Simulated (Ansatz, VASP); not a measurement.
**One calculation of HfC, two programs**

```
Hf C
1.0
     3.34287    0.00000    0.00000
    -1.67143    2.89501    0.00000
     0.00000    0.00000    5.20271
Hf C
2 2
Direct
  0.33333 0.66667 0.25000
  0.66667 0.33333 0.75000
  0.00000 0.00000 0.50000
  0.00000 0.00000 0.00000
```

Alike in both runs: task single point; functional PBEsol; k mesh 8 × 8 × 5; occupations fermi-dirac, width 0.05 eV; no spin polarisation.

|  | VASP | Ansatz |
| --- | --- | --- |
| version | VASP 6.6.1 | Ansatz 0.2.0 |
| potentials or method | VASP PAW PBE potentials, release 64 (Hf_pv, C) | Ansatz PAW |
| plane-wave cutoff (eV) | 520 | 420 |
| valence electrons in the cell | 28 | 60 |

|  | VASP | Ansatz | Ansatz less VASP |
| --- | --- | --- | --- |
| gap on the k mesh at the Fermi level (eV) | none | none | - |
| pressure (GPa) | -7.9 | -7.4 | +0.51 |
| traceless stress, the component that is largest in VASP (GPa) | 2.05 | 2.03 | -0.022 |

VASP's potentials were made for PBE, not for PBEsol. A gap of «none» marks a metal or a gap that the smearing closes. VASP's potentials hold 28 valence electrons a cell and Ansatz's 60, so a difference there can come from the potentials and not from the codes.

Neither program's run includes spin-orbit coupling.
